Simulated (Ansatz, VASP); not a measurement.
# Mo: VASP beside Ansatz

```
Mo
1.0
    -1.45121    1.76725    1.52224
     1.45121   -1.76725    1.52224
     1.45121    1.76725   -1.52224
Mo
1
Direct
  0.00000 0.00000 0.00000
```

Change from the starting cell: strain +e along x and -e along y -0.1000, strain +e along z and -e/2 along x and y -0.0367.

Alike in both runs: task single point; functional PBE; k mesh 20 × 20 × 20; occupations gaussian, width 0.15 eV; no spin polarisation.

```csv
,VASP,Ansatz
version,VASP 6.6.1,Ansatz 0.2.0
potentials or method,"VASP PAW PBE potentials, release 64 (Mo_sv), cutoff 520 eV","scalar-relativistic, plane waves, PAW"
valence electrons in the cell,14,14
```

Ansatz gave:

```
gap on the k mesh at the Fermi level (eV)                     : none
pressure (GPa)                                                : 6.0
traceless stress, the component that is largest in VASP (GPa) : -19.09
```

Question: Estimate VASP's values.

Answer: gap on the k mesh at the Fermi level (eV): none; pressure (GPa): 6.5; traceless stress, the component that is largest in VASP (GPa): -19.09.

A gap of «none» marks a metal or a gap that the smearing closes. With one functional, cell and mesh, what is left measures potentials, basis and numerics.
